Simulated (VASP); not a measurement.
A run of VASP 6.6.1:

Contents of INCAR:

```
PREC = Accurate
ENCUT = 600
EDIFF = 1E-6
ISMEAR = -1
SIGMA = 0.05
LREAL = False
LASPH = True
NELM = 120
ALGO = Normal
ISIF = 2
LWAVE = False
LCHARG = True
GGA = PE
LELF = True
LVHAR = True
NBANDS = 21
GGA_COMPAT = False
```

File KPOINTS:

```
Automatic mesh
0
Gamma
  5 5 5
```

The input POSCAR:

```
PbF2
1.0
    0.0000000000      2.9636600000      2.9636600000
    2.9636600000      0.0000000000      2.9636600000
    2.9636600000      2.9636600000      0.0000000000
Pb F
1 2
Direct
    0.0000000000      0.0000000000      0.0000000000
    0.7500000000      0.7500000000      0.7500000000
    0.2500000000      0.2500000000      0.2500000000
```

Potentials or basis: VASP PAW PBE potentials, release 64 (Pb_d, F).

The run is started by

```sh
$ cat potpaw_PBE.64/Pb_d/POTCAR potpaw_PBE.64/F/POTCAR > POTCAR
$ mpirun -np 1 vasp_std > vasp.out
```

Hardware: 1 thread of Oxide Virtual Turin-like Processor (shared host).

Question: How long does it take, and how much memory?

Answer: It took 38 s on 1 thread of Oxide Virtual Turin-like Processor, on a shared host, peak memory 0.17 GiB. Counts: scf iterations 14, k points 10.
